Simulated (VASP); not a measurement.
Input of a VASP 6.6.1 run:

INCAR

```
SYSTEM = SiO2
  PREC = Accurate
  ENCUT = 520
  EDIFF = 1E-7
  ISMEAR = 0
  SIGMA = 0.02
  LREAL = .False.
  LASPH = .True.
  NELM = 80
  ALGO = Normal
  ISIF = 2
  LWAVE = .False.
  LCHARG = .False.
  GGA = PE
  NBANDS = 44
```

The input KPOINTS:

```
Automatic mesh
0
Gamma
  6 6 6
  0 0 0
```

Contents of POSCAR:

```
SiO2
1.0
   -4.3198890171      4.3198890171      2.6095437875
    4.3198890171     -4.3198890171      2.6095437875
    4.3198890171      4.3198890171     -2.6095437875
Si O
4 8
Direct
    0.1786274290      0.1786274290      0.3572548580
    0.8213725710      0.1786274290      0.0000000000
    0.1786274290      0.8213725710      0.0000000000
    0.8213725710      0.8213725710      0.6427451420
    0.5000000000      0.5000000000      0.5000000000
    0.0000000000      0.5000000000      0.0000000000
    0.5000000000      0.0000000000      0.0000000000
    0.0000000000      0.0000000000      0.5000000000
    0.0000000000      0.2187615377      0.2187615377
    0.7812384623      0.0000000000      0.7812384623
    0.2187615377      0.0000000000      0.2187615377
    0.0000000000      0.7812384623      0.7812384623
```

Potentials or basis: VASP PAW PBE potentials, release 64 (Si, O).

The run is started by

```console
$ cat potpaw_PBE.64/Si/POTCAR potpaw_PBE.64/O/POTCAR > POTCAR
$ mpirun -np 1 vasp_std > vasp.out
```

**Question.** Predict the band gap on the k mesh.

**Answer.** 5.42 eV.

**Question.** What does it give for the pressure?

**Answer.** 13.7 GPa.

**Question.** Predict the largest force.

**Answer.** 0.043 eV/Å.

Forces in eV/Å, atoms in the order of the input:
```
Si   0.030  0.030  0.000
Si   0.030 -0.030  0.000
Si  -0.030  0.030  0.000
Si  -0.030 -0.030  0.000
O    0.000  0.000  0.000
O    0.000  0.000  0.000
O    0.000  0.000  0.000
O    0.000  0.000  0.000
O   -0.018  0.000  0.000
O    0.000  0.018  0.000
O    0.000 -0.018  0.000
O    0.018  0.000  0.000
```

Caveat: the cell stands under pressure. A k mesh can miss the band edges.
